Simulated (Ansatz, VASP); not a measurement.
**Si3O2: VASP beside Ansatz**

```
CELL_PARAMETERS angstrom
2.82543 0.00000 0.00000
0.00000 2.82543 0.00000
0.00000 0.00000 8.55622
ATOMIC_POSITIONS crystal
Si 0.00000 0.00000 0.33503
Si 0.00000 0.00000 0.66497
Si 0.00000 0.00000 0.00000
O 0.00000 0.00000 0.50000
O 0.50000 0.50000 0.00000
```

Alike in both runs: task single point; functional PBE; k mesh 6 × 6 × 2; occupations gaussian, width 0.1 eV; no spin polarisation.

|  | VASP | Ansatz |
| --- | --- | --- |
| version | VASP 6.6.1 | Ansatz 0.2.0 |
| potentials or method | VASP PAW PBE potentials, release 64 (Si, O), cutoff 520 eV | scalar-relativistic, plane waves, PAW |
| valence electrons in the cell | 24 | 24 |

VASP gave:

| Quantity | Value |
| --- | --- |
| gap on the k mesh at the Fermi level (eV) | none |
| rms of the force components (eV/Å) | 5.671 |

Problem. Which values does Ansatz return?

Solution. gap on the k mesh at the Fermi level (eV): none; rms of the force components (eV/Å): 5.759.

Atom by atom the forces differ by 0.089 eV/Å (rms over components). A gap of «none» marks a metal or a gap that the smearing closes. With one functional, cell and mesh, what is left measures potentials, basis and numerics.

The k mesh is coarse, so the values compare programs but aren't converged.
